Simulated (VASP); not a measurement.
# GaN (Fm-3m) in VASP: notebook

GaN is run at these levels: PBE; tasks: single point.

All numbers are computed with VASP 6.6.1; they aren't measurements. Logs are shortened: lines on timing, memory, paths and dates and some standing lists are left out, and cuts for length are marked.

### 1 The cell of the first run

It takes space group Fm-3m (No. 225, cubic). The conventional cell has a = 4.217 Å, b = 4.217 Å, c = 4.217 Å, α = 90.00°, β = 90.00°, γ = 90.00°. Ga (site symmetry m-3m) has 6 N at 2.11 Å within 2.8 Å. N (site symmetry m-3m) has 6 Ga at 2.11 Å within 2.8 Å.

### 2 Single point, PBE

File INCAR:

```
PREC = Accurate ; ENCUT = 520
EDIFF = 1E-6 ; ISMEAR = -1
SIGMA = 0.02 ; LREAL = False
LASPH = True ; NELM = 60
ALGO = Normal ; ISIF = 2
LWAVE = False ; LCHARG = False
GGA = PE ; NBANDS = 16
```

File KPOINTS:

```
regular mesh
0
Gamma
  10 10 10
```

File POSCAR:

```
GaN
1.0
    0.0000000000      2.1085153689      2.1085153689
    2.1085153689      0.0000000000      2.1085153689
    2.1085153689      2.1085153689      0.0000000000
Ga N
1 1
Direct
    0.5000000000      0.5000000000      0.5000000000
    0.0000000000      0.0000000000      0.0000000000
```

Potentials or basis: VASP PAW PBE potentials, release 64 (Ga_d, N).

Run with:

```console
$ cat potpaw_PBE.64/Ga_d/POTCAR potpaw_PBE.64/N/POTCAR > POTCAR
$ mpirun -np 1 vasp_std > vasp.out
```

OUTCAR:

```text
PREC = Accurate
   ENCUT = 520
   EDIFF = 1E-6
   ISMEAR = -1
   LREAL = False
   LASPH = True
   NELM = 60
   ISIF = 2
   GGA = PE

 ion  position               nearest neighbor table
   1  0.500  0.500  0.500-   2 2.11   2 2.11   2 2.11   2 2.11   2 2.11   2 2.11
   2  0.000  0.000  0.000-   1 2.11   1 2.11   1 2.11   1 2.11   1 2.11   1 2.11

  LATTYP: Found a face centered cubic cell.
 ALAT       =     4.2170307378

  Lattice vectors:

 A1 = (   0.0000000000,   2.1085153689,   2.1085153689)
 A2 = (   2.1085153689,   0.0000000000,   2.1085153689)
 A3 = (   2.1085153689,   2.1085153689,   0.0000000000)

Analysis of symmetry for initial positions (statically):
=====================================================================
 Subroutine PRICEL returns:
 Original cell was already a primitive cell.

 Routine SETGRP: Setting up the symmetry group for a
 face centered cubic supercell.

 Subroutine GETGRP returns: Found 48 space group operations
 (whereof 48 operations were pure point group operations)
 out of a pool of 48 trial point group operations.

The static configuration has the point symmetry O_h .

Analysis of symmetry for dynamics (positions and initial velocities):
=====================================================================
 Subroutine PRICEL returns:
 Original cell was already a primitive cell.

 Routine SETGRP: Setting up the symmetry group for a
 face centered cubic supercell.

 Subroutine GETGRP returns: Found 48 space group operations
 (whereof 48 operations were pure point group operations)
 out of a pool of 48 trial point group operations.

The dynamic configuration has the point symmetry O_h .

 Subroutine INISYM returns: Found 48 space group operations
 (whereof 48 operations are pure point group operations),
 and found     1 'primitive' translations

----------------------------------------------------------------------------------------

                                     Primitive cell

  volume of cell :      18.7482

  direct lattice vectors                    reciprocal lattice vectors
     0.000000000  2.108515369  2.108515369    -0.237133676  0.237133676  0.237133676
     2.108515369  0.000000000  2.108515369     0.237133676 -0.237133676  0.237133676
     2.108515369  2.108515369  0.000000000     0.237133676  0.237133676 -0.237133676

  length of vectors
     2.981891031  2.981891031  2.981891031     0.410727575  0.410727575  0.410727575

  position of ions in fractional coordinates (direct lattice)
     0.500000000  0.500000000  0.500000000
     0.000000000  0.000000000  0.000000000

  ion indices of the primitive-cell ions
   primitive index   ion index
                 1           1
                 2           2

----------------------------------------------------------------------------------------

 KPOINTS: regular mesh

Automatic generation of k-mesh.
 Grid dimensions read from file:
 generate k-points for:   10   10   10

 Generating k-lattice:

  Cartesian coordinates                     Fractional coordinates (reciprocal lattice)
    -0.023713368  0.023713368  0.023713368     0.100000000  0.000000000  0.000000000
     0.023713368 -0.023713368  0.023713368     0.000000000  0.100000000  0.000000000
     0.023713368  0.023713368 -0.023713368     0.000000000  0.000000000  0.100000000

  Length of vectors
     0.041072757  0.041072757  0.041072757

  Shift w.r.t. Gamma in fractional coordinates (k-lattice)
     0.000000000  0.000000000  0.000000000

 Subroutine IBZKPT returns following result:
 ===========================================

 Found     47 irreducible k-points:

 Following reciprocal coordinates:
            Coordinates               Weight
  0.000000  0.000000  0.000000      1.000000
  0.100000  0.000000  0.000000      8.000000
  0.200000  0.000000  0.000000      8.000000
  0.300000  0.000000  0.000000      8.000000
  0.400000  0.000000  0.000000      8.000000
  0.500000  0.000000  0.000000      4.000000
[... 16 lines left out ...]
  0.300000  0.300000  0.000000      6.000000
  0.400000  0.300000  0.000000     24.000000
 [... further k-points ...]
   k-points           NKPTS =     47   k-points in BZ     NKDIM =     47   number of bands    NBANDS=     16
   number of dos      NEDOS =    301   number of ions     NIONS =      2
   total plane-waves  NPLWV =  13824
   dimension x,y,z NGX =    24 NGY =   24 NGZ =   24
   dimension x,y,z NGXF=    48 NGYF=   48 NGZF=   48
   ions per type =               1   1
   NGX,Y,Z   is equivalent  to a cutoff of  13.38, 13.38, 13.38 a.u.
   NGXF,Y,Z  is equivalent  to a cutoff of  26.76, 26.76, 26.76 a.u.
 SYSTEM =  unknown system
   PREC   = accura    normal or accurate (medium, high low for compatibility)
   ISTART =      0    job   : 0-new  1-cont  2-samecut
   ICHARG =      2    charge: 1-file 2-atom 10-const
   ISPIN  =      1    spin polarized calculation?
   LNONCOLLINEAR =      F non collinear calculations
   LSORBIT =      F    spin-orbit coupling
   LASPH  =      T    aspherical Exc in radial PAW
   ENCUT  =  520.0 eV  38.22 Ry    6.18 a.u.   5.54  5.54  5.54*2*pi/ulx,y,z
   NELM   =     60;   NELMIN=  2; NELMDL= -5     # of ELM steps
   EDIFF  = 0.1E-05   stopping-criterion for ELM
   LREAL  =      F    real-space projection
   EDIFFG = 0.1E-04   stopping-criterion for IOM
   NSW    =      0    number of steps for IOM
   IBRION =     -1    ionic relax: 0-MD 1-quasi-New 2-CG
   NFREE  =      0    steps in history (QN), initial steepest desc. (CG)
   ISIF   =      2    stress and relaxation
   ISYM   =      2    0-nonsym 1-usesym 2-fastsym
   POTIM  = 0.5000    time-step for ionic-motion
   TEBEG  =    0.0;   TEEND  =   0.0 temperature during run
   PSTRESS=    0.0 pullay stress
   NELECT =      18.0000    total number of electrons
   NUPDOWN=      -1.0000    fix difference up-down
   EMIN   =  10.00;   EMAX   =-10.00  energy-range for DOS
   EFERMI =   0.00;   METHOD = LEGACY
   ISMEAR =    -1;   SIGMA  =   0.02  broadening in eV -4-tet -1-fermi 0-gaus
   EFERMI_NEDOS =   21; number of points for ismear=-14 and -15
   IALGO  =     38    algorithm
   IMIX   =      4    mixing-type and parameters
     AMIX     =   0.40;   BMIX     =  1.00
     AMIX_MAG =   1.60;   BMIX_MAG =  1.00
  volume/ion in A,a.u.               =       9.37        63.26
  Fermi-wavevector in a.u.,A,eV,Ry     =   1.615024  3.051952 35.488097  2.608302
  Thomas-Fermi vector in A             =   2.709838
   LORBIT       =      0    0 simple, 1 ext, 2 COOP (PROOUT), +10 PAW based schemes
   GGA     = PE    functional components
   LHFCALC =     F    Hartree Fock is set to
   AEXX    =    0.0000 exact exchange contribution
   IVDW    =     0    specifies the selected vdW correction
   LEPSILON=     F    determine dielectric tensor
   LRPA    =     F    only Hartree local field effects (RPA)
 non-spin polarized calculation
  energy-cutoff  :      520.00
  volume of cell :       18.75
 maximum number of plane-waves:       531
 NGX is ok and might be reduce to    24
   NGX = 11   NGY = 11   NGZ = 11

 number of electron      18.0000008 magnetization

 Free energy of the ion-electron system (eV)
  ---------------------------------------------------
  ext. energy  EPLUGINS =         0.00000000
  ---------------------------------------------------
  free energy    TOTEN  =       -11.18524888 eV

  energy without entropy =      -11.18524888  energy(sigma->0) =      -11.18524888

 E-fermi :   8.3075     XC(G=0): -13.1185

 val. band max:        7.9571820964   @ k =  -0.2000   0.2000   0.0000
 cond. band min:       8.6188702685   @ k =   0.5000   0.5000   0.0000
 fundamental gap:      0.6616881722
 Fermi energy:         8.3075310934

 k-point     1 :       0.0000    0.0000    0.0000
  band No.  band energies     occupation
      1      -9.3874      2.00000
      2      -6.0026      2.00000
      3      -6.0026      2.00000
      4      -6.0026      2.00000
      5      -5.9066      2.00000
      6      -5.9066      2.00000
[... 8 lines left out ...]
     15      23.9036      0.00000
     16      23.9036      0.00000

 k-point     2 :       0.1000    0.0000    0.0000
  band No.  band energies     occupation
      1      -9.1913      2.00000
      2      -6.0106      2.00000
      3      -5.9930      2.00000
      4      -5.9930      2.00000
      5      -5.9194      2.00000
      6      -5.9194      2.00000
[... 8 lines left out ...]
     15      24.0111      0.00000
     16      24.0111      0.00000

 k-point     3 :       0.2000    0.0000    0.0000
  band No.  band energies     occupation
      1      -8.6231      2.00000
      2      -6.0316      2.00000
      3      -6.0175      2.00000
      4      -6.0175      2.00000
      5      -5.9026      2.00000
      6      -5.9026      2.00000
[... 8 lines left out ...]
     15      25.0749      0.00000
     16      25.0749      0.00000

 k-point     4 :       0.3000    0.0000    0.0000
  band No.  band energies     occupation
      1      -7.7599      2.00000
      2      -6.0848      2.00000
      3      -6.0848      2.00000
      4      -6.0590      2.00000
      5      -5.8433      2.00000
      6      -5.8433      2.00000
[... 8 lines left out ...]
     15      26.8952      0.00000
     16      26.8952      0.00000

 k-point     5 :       0.4000    0.0000    0.0000
  band No.  band energies     occupation
      1      -6.8099      2.00000
      2      -6.1424      2.00000
      3      -6.1424      2.00000
      4      -6.0937      2.00000
      5      -5.7911      2.00000
      6      -5.7911      2.00000
[... 8 lines left out ...]
     15      29.2595      0.00000
     16      29.2595      0.00000

 k-point     6 :       0.5000    0.0000    0.0000
  band No.  band energies     occupation
      1      -6.2216      2.00000
      2      -6.2194      2.00000
      3      -6.1645      2.00000
      4      -6.1645      2.00000
      5      -5.7707      2.00000
      6      -5.7707      2.00000
[... 8 lines left out ...]
     15      31.2140      0.00000
     16      31.2140      0.00000

 k-point     7 :       0.1000    0.1000    0.0000
  band No.  band energies     occupation
      1      -9.1308      2.00000
      2      -6.0203      2.00000
      3      -5.9810      2.00000
      4      -5.9810      2.00000
      5      -5.9542      2.00000
      6      -5.8959      2.00000
[... 8 lines left out ...]
     15      25.9919      0.00000
     16      25.9919      0.00000

 k-point     8 :       0.2000    0.1000    0.0000
  band No.  band energies     occupation
      1      -8.7043      2.00000
      2      -6.0389      2.00000
      3      -6.0134      2.00000
      4      -5.9741      2.00000
      5      -5.9293      2.00000
      6      -5.8787      2.00000
[... 8 lines left out ...]
     15      26.1869      0.00000
     16      26.9469      0.00000

 k-point     9 :       0.3000    0.1000    0.0000
  band No.  band energies     occupation
      1      -7.9855      2.00000
      2      -6.0848      2.00000
      3      -6.0357      2.00000
      4      -6.0201      2.00000
      5      -5.8405      2.00000
      6      -5.8285      2.00000
[... 8 lines left out ...]
     15      26.5098      0.00000
     16      28.2358      0.00000
[... 172 lines left out ...]
 k-point    19 :       0.5000    0.2000    0.0000
  band No.  band energies     occupation
      1      -7.1994      2.00000
      2      -6.1131      2.00000
      3      -6.0391      2.00000
      4      -5.9296      2.00000
      5      -5.7572      2.00000
      6      -4.7519      2.00000
[... 8 lines left out ...]
     15      29.8132      0.00000
     16      31.6692      0.00000

 k-point    20 :      -0.4000    0.2000    0.0000
  band No.  band energies     occupation
      1      -7.0677      2.00000
      2      -6.1164      2.00000
      3      -6.0806      2.00000
      4      -5.9439      2.00000
      5      -5.7842      2.00000
      6      -4.6839      2.00000
[... 8 lines left out ...]
     15      28.9590      0.00000
     16      29.1052      0.00000

 k-point    21 :      -0.3000    0.2000    0.0000
  band No.  band energies     occupation
      1      -7.1774      2.00000
      2      -6.1042      2.00000
      3      -6.0918      2.00000
      4      -5.9989      2.00000
      5      -5.8384      2.00000
      6      -5.2082      2.00000
[... 8 lines left out ...]
     15      27.6658      0.00000
     16      28.9273      0.00000

 k-point    22 :      -0.2000    0.2000    0.0000
  band No.  band energies     occupation
      1      -7.6440      2.00000
      2      -6.0814      2.00000
      3      -6.0742      2.00000
      4      -6.0410      2.00000
      5      -5.8934      2.00000
      6      -5.6139      2.00000
[... 8 lines left out ...]
     15      26.8967      0.00000
     16      29.0102      0.00000

 k-point    23 :       0.3000    0.3000    0.0000
  band No.  band energies     occupation
      1      -7.8840      2.00000
      2      -6.1245      2.00000
      3      -5.8329      2.00000
      4      -5.8312      2.00000
      5      -5.8312      2.00000
      6      -5.4321      2.00000
[... 8 lines left out ...]
     15      32.0377      0.00000
     16      33.7902      0.00000

 k-point    24 :       0.4000    0.3000    0.0000
  band No.  band energies     occupation
      1      -7.7093      2.00000
      2      -6.1390      2.00000
      3      -5.8671      2.00000
      4      -5.8180      2.00000
      5      -5.7646      2.00000
      6      -4.7742      2.00000
[... 8 lines left out ...]
     15      32.8403      0.00000
     16      34.2818      0.00000

 [... further k-points ...]
[... 5 lines left out ...]
  --------------------------------------------------------------------------------------
  -------------------------------------------------------------------------------------
  Total        1.0637296      1.0637296      1.0637296      0.0000000      0.0000000     -0.0000000
  in kB       90.9036894     90.9036894     90.9036894      0.0000000      0.0000000     -0.0000000
  external PRESSURE =      90.9036894 kB  Pullay stress =       0.0000000 kB

 VOLUME and BASIS-vectors are now :
 -----------------------------------------------------------------------------
  energy-cutoff  :      520.00
  volume of cell :       18.75
      direct lattice vectors                 reciprocal lattice vectors
     0.000000000  2.108515369  2.108515369    -0.237133676  0.237133676  0.237133676
     2.108515369  0.000000000  2.108515369     0.237133676 -0.237133676  0.237133676
     2.108515369  2.108515369  0.000000000     0.237133676  0.237133676 -0.237133676

 POSITION                                       TOTAL-FORCE (eV/Angst)
 -----------------------------------------------------------------------------------
      2.10852      2.10852      2.10852         0.000000      0.000000      0.000000
      0.00000      0.00000      0.00000        -0.000000     -0.000000      0.000000
 -----------------------------------------------------------------------------------
    total drift:                                0.000000     -0.000000      0.000000

  FREE ENERGIE OF THE ION-ELECTRON SYSTEM (eV)
  ---------------------------------------------------
  free  energy   TOTEN  =       -11.1852488819 eV

  energy  without entropy=      -11.1852488811  energy(sigma->0) =      -11.18524888
```

Wall time 9.8 s (1 thread of AMD EPYC 9R45 (Zen 5), shared host); peak memory 0.11 GiB.

What came out:

| Quantity | Value |
| --- | --- |
| Free energy | -11.1852 eV |
| Pressure | 9.1 GPa |
| Band gap on the k mesh | 0.66 eV, indirect (least direct gap 2.83 eV) |

Levels at points of the mesh, in eV from the valence-band top:
```tsv
k point	band 7	band 8	band 9	band 10	band 11	band 12
(0.00, 0.00, 0.00)	-0.49	-0.49	-0.49	2.34	14.79	14.79
(0.50, 0.00, 0.00)	-8.26	-0.14	-0.14	4.75	9.16	9.16
(0.50, 0.50, 0.00)	-7.15	-3.04	-3.04	0.66	7.86	12.02
```

A k mesh can miss the band edges. Expect the measured gap to be larger: semilocal functionals such as PBE lack the derivative discontinuity.

### 3 Single point, PBE (strain +3.9%)

File INCAR:

```
SYSTEM = GaN
ALGO = Normal ; EDIFF = 1E-7
ENCUT = 520 ; GGA = PE
ISIF = 2 ; ISMEAR = -1
LASPH = .True. ; LCHARG = .True.
LELF = .True. ; LREAL = .False.
LVHAR = .True. ; LWAVE = .False.
NBANDS = 16 ; NELM = 60
PREC = Accurate ; SIGMA = 0.02
```

File KPOINTS:

```
k-points
0
Gamma
  10 10 10
  0 0 0
```

File POSCAR:

```
GaN
1.0
    0.0000000000      2.1905366168      2.1905366168
    2.1905366168      0.0000000000      2.1905366168
    2.1905366168      2.1905366168      0.0000000000
Ga N
1 1
Direct
    0.5000000000      0.5000000000      0.5000000000
    0.0000000000      0.0000000000      0.0000000000
```

Potentials or basis: VASP PAW PBE potentials, release 64 (Ga_d, N).

Run with:

```console
$ cat potpaw_PBE.64/Ga_d/POTCAR potpaw_PBE.64/N/POTCAR > POTCAR
$ mpirun -np 1 vasp_std > vasp.out
```

Wall time 11 s (1 thread of AMD EPYC 9R45 (Zen 5), shared host); peak memory 0.11 GiB.

Results (log left out):

```
Free energy            : -11.1418 eV
Pressure               : -12.8 GPa
Band gap on the k mesh : zero (band 9 reaches 6.58 eV, above the bottom of band 10 at 6.57 eV)
```

Levels at points of the mesh, in eV from the Fermi level:
```tsv
k point	band 5	band 6	band 7	band 8	band 9	band 10	band 11	band 12	band 13	band 14
(0.00, 0.00, 0.00)	-13.98	-13.98	-0.43	-0.43	-0.43	1.06	14.10	14.10	14.10	14.33
(0.50, 0.00, 0.00)	-13.88	-13.61	-7.70	-0.19	-0.19	4.23	8.03	8.48	8.48	15.35
(0.50, 0.50, 0.00)	-13.84	-11.22	-6.34	-2.68	-2.68	-0.06	7.71	10.85	13.14	13.14
```

Caveat: the cell differs from its parent crystal (strain +3.9%).
